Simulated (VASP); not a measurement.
Set up this calculation in VASP 6.6.1, as the native input.

| Property | Result |
| --- | --- |
| Task | single point |
| Functional | PBE |
| Potentials or basis | VASP PAW PBE potentials, release 64 (Ta_pv, N) |
| Cutoff | 520 eV |
| k mesh | 6 × 6 × 9 |
| Occupations | fermi-dirac, width 0.05 eV |
| Spin | no spin polarisation |
| Dipole correction | no |
| Further INCAR settings | ALGO = Normal; EDIFF = 1e-07; NBANDS = 33 |

The structure of TaN lies in POSCAR:

```
TaN
1.0
    5.2275932559      0.0000000000      0.0000000000
   -2.6137966279      4.5272285602      0.0000000000
    0.0000000000      0.0000000000      2.9210022484
Ta N
3 3
Direct
    0.0000000000      0.0000000000      0.0000000000
    0.6666666667      0.3333333333      0.5000000000
    0.3333333333      0.6666666667      0.5000000000
    0.0000000000      0.3924682678      0.0000000000
    0.6075317322      0.6075317322      0.0000000000
    0.3924682678      0.0000000000      0.0000000000
```

One way to write it, as run:

INCAR

```
SYSTEM = TaN
PREC = Accurate
ENCUT = 520
EDIFF = 1E-7
ISMEAR = -1
SIGMA = 0.05
LREAL = .False.
LASPH = .True.
NELM = 80
ALGO = Normal
ISIF = 2
LWAVE = .False.
LCHARG = .False.
GGA = PE
NBANDS = 33
```

KPOINTS

```
regular mesh
0
Gamma
  6 6 9
  0 0 0
```

Potentials or basis: VASP PAW PBE potentials, release 64 (Ta_pv, N).

Command:

```sh
$ cat potpaw_PBE.64/Ta_pv/POTCAR potpaw_PBE.64/N/POTCAR > POTCAR
$ mpirun -np 1 vasp_std > vasp.out
```

It gave:

The pressure is 0.7 GPa. The largest force is 0.005 eV/Å and the band gap on the k mesh is zero (band 24 reaches 9.91 eV, above the bottom of band 25 at 6.84 eV).

Caveat: spin-orbit coupling is left out, which moves the levels of the heavy elements.

Run time: 110 s on 1 thread of Intel(R) Xeon(R) Platinum 8375C CPU @ 2.90GHz (Ice Lake), on a shared host, peak memory 0.21 GiB.
